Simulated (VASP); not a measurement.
NaAl2O3: single point with r2SCAN

Crystal: NaAl2O3.

```
Na Al O
1.0
     2.68858   -4.67617    0.24608
     2.68858    4.67617    0.24608
    -0.37095    0.00000    3.61319
Na Al O
1 2 3
Direct
  0.60444 0.60444 0.30906
  0.93784 0.27118 0.80912
  0.27118 0.93784 0.80912
  0.60453 0.24827 0.81116
  0.24827 0.60453 0.81116
  0.96079 0.96079 0.80485
```

```yaml
Program: VASP 6.6.1
Task: single point
Functional: r2SCAN
Potentials_or_basis: VASP PAW PBE potentials, release 64 (Na_pv, Al, O)
Cutoff: 520 eV
k_mesh: 8 × 8 × 8
Occupations: gaussian, width 0.1 eV
Spin: no spin polarisation
```

The pressure is -3.1 GPa, the largest force is 0.224 eV/Å and the band gap on the k mesh is zero (an odd number of electrons rules out a gap without spin polarisation).

Forces on the atoms (eV/Å):
```
Na   0.009  0.000  0.015
Al  -0.002  0.000 -0.003
Al  -0.002  0.000 -0.003
O   -0.113 -0.193 -0.016
O   -0.113  0.193 -0.016
O    0.220  0.000  0.023
```

Stress tensor (GPa, compression positive):
```
-4.06  0.00 -0.23
 0.00 -4.11  0.00
-0.23  0.00 -1.22
```

Levels at points of the mesh, in eV from the Fermi level:
| k point | band 13 | band 14 | band 15 | band 16 | band 17 | band 18 |
| --- | --- | --- | --- | --- | --- | --- |
| (0.00, 0.00, 0.00) | -5.72 | -5.10 | -5.10 | -2.37 | 2.41 | 4.75 |
| (0.50, 0.00, 0.00) | -5.47 | -5.43 | -5.16 | -0.67 | 0.38 | 3.27 |
| (0.50, 0.50, 0.00) | -5.47 | -5.43 | -5.16 | -0.67 | 0.38 | 3.27 |
| (0.00, 0.00, 0.50) | -5.79 | -5.66 | -5.66 | 0.55 | 1.59 | 2.16 |
| (0.50, 0.00, 0.50) | -5.92 | -5.79 | -5.40 | 0.60 | 1.10 | 3.91 |
| (0.50, 0.50, 0.50) | -5.92 | -5.79 | -5.40 | 0.60 | 1.10 | 3.93 |

It took 14 min on 1 thread of Intel(R) Xeon(R) Platinum 8259CL CPU @ 2.50GHz (Skylake/Cascade Lake) (shared host), peak memory 0.41 GiB.

Caveat: the cell stands under tension; the PAW data sets were made with another functional, which shifts forces and pressure a little; an odd number of electrons without spin polarisation forces a metal; a magnetic or distorted state may lie lower.
